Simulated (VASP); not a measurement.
## CaO (Lime): single point with HSE06

The system is CaO (Lime).

```
Ca O
1.0
     0.00000    2.39755    2.39755
     2.39755    0.00000    2.39755
     2.39755    2.39755    0.00000
Ca O
1 1
Cartesian
  0.0000 0.0000 0.0000
  2.3975 2.3975 2.3975
```

```
Program             : VASP 6.6.1
Task                : single point
Functional          : HSE06
Potentials or basis : VASP PAW PBE potentials, release 64 (Ca_sv, O)
Cutoff              : 520 eV
k mesh              : 4 × 4 × 4
Occupations         : gaussian, width 0.01 eV
Spin                : no spin polarisation
```

The pressure is 1.0 GPa and the band gap on the k mesh is 5.29 eV, indirect (least direct gap 5.72 eV).

Levels at points of the mesh, in eV from the valence-band top:
```
           k point  band 6  band 7  band 8  band 9  band 10  band 11
(0.00, 0.00, 0.00)    0.00    0.00    0.00    6.29     8.21     8.21
(0.50, 0.00, 0.00)   -2.83   -1.27   -1.27    9.07    10.12    10.64
(0.50, 0.50, 0.00)   -1.44   -0.42   -0.42    5.29    10.20    11.18
```

Run time: 2.8 min on 1 thread of Intel(R) Xeon(R) Platinum 8488C (Sapphire Rapids), with other jobs on the host, peak memory 0.26 GiB.

Caveat: the k points lie up to 0.57 Å⁻¹ apart; the PAW data sets were made with another functional, which shifts forces and pressure a little. A k mesh can miss the band edges.
